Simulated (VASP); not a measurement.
# Cr (Cmcm) in VASP: notebook

The runs below take Cr through single point, with PBEsol.

All numbers are computed with VASP 6.6.1; they aren't measurements. Logs are shortened: lines on timing, memory, paths and dates and some standing lists are left out, and cuts for length are marked.

## Step 1: The cell of the first run

The structure is orthorhombic, space group Cmcm (No. 63). Conventional cell: a = 2.294 Å, b = 4.934 Å, c = 4.064 Å, α = 90.00°, β = 90.00°, γ = 90.00°. Within 3.0 Å of Cr (site symmetry m2m) lie 12 Cr at 2.29 to 2.72 Å.

## Step 2: Single point, PBEsol, collinear spin, ferromagnetic start

The input, INCAR:

```
PREC = Accurate ; ENCUT = 520
EDIFF = 1E-6 ; ISMEAR = -1
SIGMA = 0.05 ; LREAL = F
LASPH = T ; NELM = 150
ALGO = Normal ; ISIF = 2
LWAVE = F ; LCHARG = T
ISPIN = 2 ; MAGMOM = 2.25 2.25
LORBIT = 11 ; NUPDOWN = 4.5
LMAXMIX = 4 ; GGA = PS
LELF = T ; LVHAR = T
NBANDS = 23
```

The input, KPOINTS:

```
regular mesh
0
Gamma
  11 11 6
```

The input, POSCAR:

```
Cr
1.0
    1.1470505050     -2.4670251200      0.0000000000
    1.1470505050      2.4670251200      0.0000000000
    0.0000000000      0.0000000000      4.0643107400
Cr
2
Direct
    0.8705325800      0.1294674200      0.7500000000
    0.1294674200      0.8705325800      0.2500000000
```

Potentials or basis: VASP PAW PBE potentials, release 64 (Cr_pv).

Run with:

```bash
cat potpaw_PBE.64/Cr_pv/POTCAR > POTCAR
mpirun -np 1 vasp_std > vasp.out
```

OUTCAR:

```text
PREC = Accurate
   ENCUT = 520
   EDIFF = 1E-6
   ISMEAR = -1
   LREAL = F
   LASPH = T
   NELM = 150
   ISIF = 2
   ISPIN = 2
   LORBIT = 11
   NUPDOWN = 4.5
   GGA = PS

 ion  position               nearest neighbor table
   1  0.871  0.129  0.750-   2 2.40   2 2.40   2 2.62   2 2.62   2 2.62   2 2.62
   2  0.129  0.871  0.250-   1 2.40   1 2.40   1 2.62   1 2.62   1 2.62   1 2.62

  LATTYP: Found a base centered orthorhombic cell.
 ALAT       =     2.2941010100
 B/A-ratio  =     2.1507554456
 C/A-ratio  =     1.7716354782

  Lattice vectors:

 A1 = (   1.1470505050,  -2.4670251200,   0.0000000000)
 A2 = (   1.1470505050,   2.4670251200,   0.0000000000)
 A3 = (   0.0000000000,   0.0000000000,   4.0643107400)

Analysis of symmetry for initial positions (statically):
=====================================================================
 Subroutine PRICEL returns:
 Original cell was already a primitive cell.

 Routine SETGRP: Setting up the symmetry group for a
 base centered orthorhombic supercell.

 Subroutine GETGRP returns: Found  8 space group operations
 (whereof  4 operations were pure point group operations)
 out of a pool of  8 trial point group operations.

The static configuration has the point symmetry C_2h.
 The point group associated with its full space group is D_2h.

Analysis of symmetry for dynamics (positions and initial velocities):
=====================================================================
 Subroutine PRICEL returns:
 Original cell was already a primitive cell.

 Routine SETGRP: Setting up the symmetry group for a
 base centered orthorhombic supercell.

 Subroutine GETGRP returns: Found  8 space group operations
 (whereof  4 operations were pure point group operations)
 out of a pool of  8 trial point group operations.

The dynamic configuration has the point symmetry C_2h.
 The point group associated with its full space group is D_2h.

Analysis of structural, dynamic, and magnetic symmetry:
=====================================================================
 Subroutine PRICEL returns:
 Original cell was already a primitive cell.

 Routine SETGRP: Setting up the symmetry group for a
 base centered orthorhombic supercell.

 Subroutine GETGRP returns: Found  8 space group operations
 (whereof  4 operations were pure point group operations)
 out of a pool of  8 trial point group operations.

The overall configuration has the point symmetry C_2h.
 The point group associated with its full space group is D_2h.

 Subroutine INISYM returns: Found  8 space group operations
 (whereof  4 operations are pure point group operations),
 and found     1 'primitive' translations

----------------------------------------------------------------------------------------

                                     Primitive cell

  volume of cell :      23.0024

  direct lattice vectors                    reciprocal lattice vectors
     1.147050505 -2.467025120  0.000000000     0.435900597 -0.202673250  0.000000000
     1.147050505  2.467025120  0.000000000     0.435900597  0.202673250  0.000000000
     0.000000000  0.000000000  4.064310740     0.000000000  0.000000000  0.246044179

  length of vectors
     2.720650254  2.720650254  4.064310740     0.480713820  0.480713820  0.246044179

  position of ions in fractional coordinates (direct lattice)
     0.870532580  0.129467420  0.750000000
     0.129467420  0.870532580  0.250000000

  ion indices of the primitive-cell ions
   primitive index   ion index
                 1           1
                 2           2

----------------------------------------------------------------------------------------

 KPOINTS: regular mesh

Automatic generation of k-mesh.
 Grid dimensions read from file:
 generate k-points for:   11   11    6

 Generating k-lattice:

  Cartesian coordinates                     Fractional coordinates (reciprocal lattice)
     0.039627327 -0.018424841  0.000000000     0.090909091 -0.000000000  0.000000000
     0.039627327  0.018424841  0.000000000    -0.000000000  0.090909091  0.000000000
     0.000000000  0.000000000  0.041007363     0.000000000  0.000000000  0.166666667

  Length of vectors
     0.043701256  0.043701256  0.041007363

  Shift w.r.t. Gamma in fractional coordinates (k-lattice)
     0.000000000  0.000000000  0.000000000

 Subroutine IBZKPT returns following result:
 ===========================================

 Found    144 irreducible k-points:

 Following reciprocal coordinates:
            Coordinates               Weight
  0.000000  0.000000  0.000000      1.000000
  0.090909  0.000000  0.000000      4.000000
  0.181818  0.000000  0.000000      4.000000
  0.272727  0.000000  0.000000      4.000000
  0.363636 -0.000000  0.000000      4.000000
  0.454545 -0.000000  0.000000      4.000000
[... 16 lines left out ...]
 -0.272727  0.181818  0.000000      4.000000
 -0.181818  0.181818  0.000000      2.000000
 [... further k-points ...]
   k-points           NKPTS =    144   k-points in BZ     NKDIM =    144   number of bands    NBANDS=     23
   number of dos      NEDOS =    301   number of ions     NIONS =      2
   total plane-waves  NPLWV =  12000
   dimension x,y,z NGX =    20 NGY =   20 NGZ =   30
   dimension x,y,z NGXF=    40 NGYF=   40 NGZF=   60
   ions per type =               2
   NGX,Y,Z   is equivalent  to a cutoff of  12.22, 12.22, 12.27 a.u.
   NGXF,Y,Z  is equivalent  to a cutoff of  24.44, 24.44, 24.54 a.u.
 SYSTEM =  unknown system
   PREC   = accura    normal or accurate (medium, high low for compatibility)
   ISTART =      0    job   : 0-new  1-cont  2-samecut
   ICHARG =      2    charge: 1-file 2-atom 10-const
   ISPIN  =      2    spin polarized calculation?
   LNONCOLLINEAR =      F non collinear calculations
   LSORBIT =      F    spin-orbit coupling
   LASPH  =      T    aspherical Exc in radial PAW
   ENCUT  =  520.0 eV  38.22 Ry    6.18 a.u.   5.06  5.06  7.56*2*pi/ulx,y,z
   NELM   =    150;   NELMIN=  2; NELMDL= -5     # of ELM steps
   EDIFF  = 0.1E-05   stopping-criterion for ELM
   LREAL  =      F    real-space projection
   EDIFFG = 0.1E-04   stopping-criterion for IOM
   NSW    =      0    number of steps for IOM
   IBRION =     -1    ionic relax: 0-MD 1-quasi-New 2-CG
   NFREE  =      0    steps in history (QN), initial steepest desc. (CG)
   ISIF   =      2    stress and relaxation
   ISYM   =      2    0-nonsym 1-usesym 2-fastsym
   POTIM  = 0.5000    time-step for ionic-motion
   TEBEG  =    0.0;   TEEND  =   0.0 temperature during run
   PSTRESS=    0.0 pullay stress
   NELECT =      24.0000    total number of electrons
   NUPDOWN=       4.5000    fix difference up-down
   EMIN   =  10.00;   EMAX   =-10.00  energy-range for DOS
   EFERMI =   0.00;   METHOD = LEGACY
   ISMEAR =    -1;   SIGMA  =   0.05  broadening in eV -4-tet -1-fermi 0-gaus
   EFERMI_NEDOS =   21; number of points for ismear=-14 and -15
   IALGO  =     38    algorithm
   IMIX   =      4    mixing-type and parameters
     AMIX     =   0.40;   BMIX     =  1.00
     AMIX_MAG =   1.60;   BMIX_MAG =  1.00
  volume/ion in A,a.u.               =      11.50        77.61
  Fermi-wavevector in a.u.,A,eV,Ry     =   1.660431  3.137760 37.511698  2.757032
  Thomas-Fermi vector in A             =   2.747669
   LORBIT       =     11    0 simple, 1 ext, 2 COOP (PROOUT), +10 PAW based schemes
   GGA     = PS    functional components
   LHFCALC =     F    Hartree Fock is set to
   AEXX    =    0.0000 exact exchange contribution
   IVDW    =     0    specifies the selected vdW correction
   LEPSILON=     F    determine dielectric tensor
   LRPA    =     F    only Hartree local field effects (RPA)
 spin polarized calculation
  energy-cutoff  :      520.00
  volume of cell :       23.00
 maximum number of plane-waves:       646
   NGX = 11   NGY = 11   NGZ = 15

 number of electron      23.9999987 magnetization       4.4999997

 Free energy of the ion-electron system (eV)
  ---------------------------------------------------
  ext. energy  EPLUGINS =         0.00000000
  ---------------------------------------------------
  free energy    TOTEN  =       -17.96368759 eV

  energy without entropy =      -17.94032527  energy(sigma->0) =      -17.95200643

 E-fermi :  10.2705     XC(G=0): -13.7452

 val. band max:       11.8465917943   @ k =   0.3636   0.2727   0.0000
 cond. band min:      10.2801711253   @ k =   0.0000   0.0000   0.5000
 fundamental gap:     -1.5664206690
 Fermi energy:        11.8504174451

 spin component 1

 k-point     1 :       0.0000    0.0000    0.0000
  band No.  band energies     occupation
      1     -32.9622      1.00000
      2     -32.2975      1.00000
      3     -32.0412      1.00000
      4     -31.9790      1.00000
      5     -31.7916      1.00000
      6     -31.7801      1.00000
[... 15 lines left out ...]
     22      26.2704      0.00000
     23      30.8968      0.00000
[... 575 lines left out ...]
      1     -32.8736      1.00000
      2     -32.4026      1.00000
      3     -32.1864      1.00000
      4     -32.0412      1.00000
      5     -31.8412      1.00000
      6     -31.7596      1.00000
[... 15 lines left out ...]
     22      23.0187      0.00000
     23      29.1208      0.00000

 [... further k-points ...]

 spin component 2

 k-point     1 :       0.0000    0.0000    0.0000
  band No.  band energies     occupation
      1     -30.9452      1.00000
      2     -30.2897      1.00000
      3     -30.0274      1.00000
      4     -29.9265      1.00000
      5     -29.7675      1.00000
      6     -29.7552      1.00000
[... 15 lines left out ...]
     22      27.2822      0.00000
     23      31.7083      0.00000
[... 575 lines left out ...]
      1     -30.8527      1.00000
      2     -30.4015      1.00000
      3     -30.1810      1.00000
      4     -29.9908      1.00000
      5     -29.8191      1.00000
      6     -29.7343      1.00000
[... 15 lines left out ...]
     22      24.2970      0.00000
     23      30.1329      0.00000

 [... further k-points ...]

------------------------ aborting loop because EDIFF is reached ----------------------------------------

  FORCE on cell =-STRESS in cart. coord.  units (eV):
  Direction    XX          YY          ZZ          XY          YZ          ZX
  --------------------------------------------------------------------------------------
  -------------------------------------------------------------------------------------
  Total        7.8337751      0.5829587      4.2681240      0.0000000      0.0000000      0.0000000
  in kB      545.6431014     40.6046129    297.2860986      0.0000000      0.0000000      0.0000000
  external PRESSURE =     294.5112709 kB  Pullay stress =       0.0000000 kB

 VOLUME and BASIS-vectors are now :
 -----------------------------------------------------------------------------
  energy-cutoff  :      520.00
  volume of cell :       23.00
      direct lattice vectors                 reciprocal lattice vectors
     1.147050505 -2.467025120  0.000000000     0.435900597 -0.202673250  0.000000000
     1.147050505  2.467025120  0.000000000     0.435900597  0.202673250  0.000000000
     0.000000000  0.000000000  4.064310740     0.000000000  0.000000000  0.246044179

 POSITION                                       TOTAL-FORCE (eV/Angst)
 -----------------------------------------------------------------------------------
      1.14705     -1.82823      3.04823         0.000000      0.465003      0.000000
      1.14705      1.82823      1.01608         0.000000     -0.465003     -0.000000
 -----------------------------------------------------------------------------------
    total drift:                               -0.000000     -0.000000      0.000000

  FREE ENERGIE OF THE ION-ELECTRON SYSTEM (eV)
  ---------------------------------------------------
  free  energy   TOTEN  =       -17.9636875902 eV

  energy  without entropy=      -17.9403252680  energy(sigma->0) =      -17.95200643

 total charge

# of ion       s       p       d       tot
------------------------------------------
    1        0.435   6.372   4.320  11.127
    2        0.435   6.372   4.320  11.127
--------------------------------------------------
tot          0.871  12.744   8.640  22.255

 magnetization (x)

# of ion       s       p       d       tot
------------------------------------------
    1        0.012   0.105   2.001   2.118
    2        0.012   0.105   2.001   2.118
--------------------------------------------------
tot          0.025   0.210   4.001   4.236
```

It took 86 s on 1 thread of AMD EPYC 9R45 (Zen 5), shared host; peak memory 0.19 GiB.

Results:

```yaml
Free_energy: -17.9637 eV
Pressure: 29.5 GPa
Largest_force: 0.465 eV/Å
Net_moment: 4.50 μB per cell
Site_moments: Cr +2.12 μB
Valence_electrons_inside_the_program's_atomic_spheres: Cr 11.13
```

Forces in eV/Å, atoms in the order of the input:
```
Cr   0.000  0.465  0.000
Cr   0.000 -0.465  0.000
```

Stress tensor (GPa, compression positive):
```
54.56  0.00  0.00
 0.00  4.06  0.00
 0.00  0.00 29.73
```

Caveat: the cell stands under pressure; the PAW data sets were made with another functional, which shifts forces and pressure a little; the total moment is fixed, so each spin has its own Fermi level.

## Step 3: Single point, PBEsol, collinear spin, ferromagnetic start

The input, INCAR:

```
PREC = Accurate ; ENCUT = 520
EDIFF = 1E-7 ; ISMEAR = -1
SIGMA = 0.05 ; LREAL = False
LASPH = True ; NELM = 150
ALGO = Normal ; ISIF = 2
LWAVE = False ; LCHARG = True
ISPIN = 2 ; MAGMOM = 3 3
LORBIT = 11 ; NUPDOWN = 6.0
LMAXMIX = 4 ; GGA = PS
LELF = True ; LVHAR = True
NBANDS = 23
```

The input, KPOINTS:

```
Automatic mesh
0
Gamma
  11 11 6
```

POSCAR is that of step 2.

Potentials or basis: VASP PAW PBE potentials, release 64 (Cr_pv).

Run with:

```bash
cat potpaw_PBE.64/Cr_pv/POTCAR > POTCAR
mpirun -np 1 vasp_std > vasp.out
```

Run time: 98 s. Hardware: 1 thread of AMD EPYC 9R45 (Zen 5), shared host; peak memory 0.19 GiB.

It converged, with:

```yaml
Free_energy: -16.5691 eV
Pressure: 54.0 GPa
Largest_force: 0.668 eV/Å
Net_moment: 6.00 μB per cell
Site_moments: Cr +2.81 μB
Valence_electrons_inside_the_program's_atomic_spheres: Cr 11.14
```

Forces on the atoms (eV/Å):
```
Cr   0.000  0.668  0.000
Cr   0.000 -0.668  0.000
```

Stress tensor (GPa, compression positive):
```
84.69  0.00  0.00
 0.00 28.78  0.00
 0.00  0.00 48.63
```

Caveat: the cell stands under pressure; the PAW data sets were made with another functional, which shifts forces and pressure a little; the total moment is fixed, so each spin has its own Fermi level.
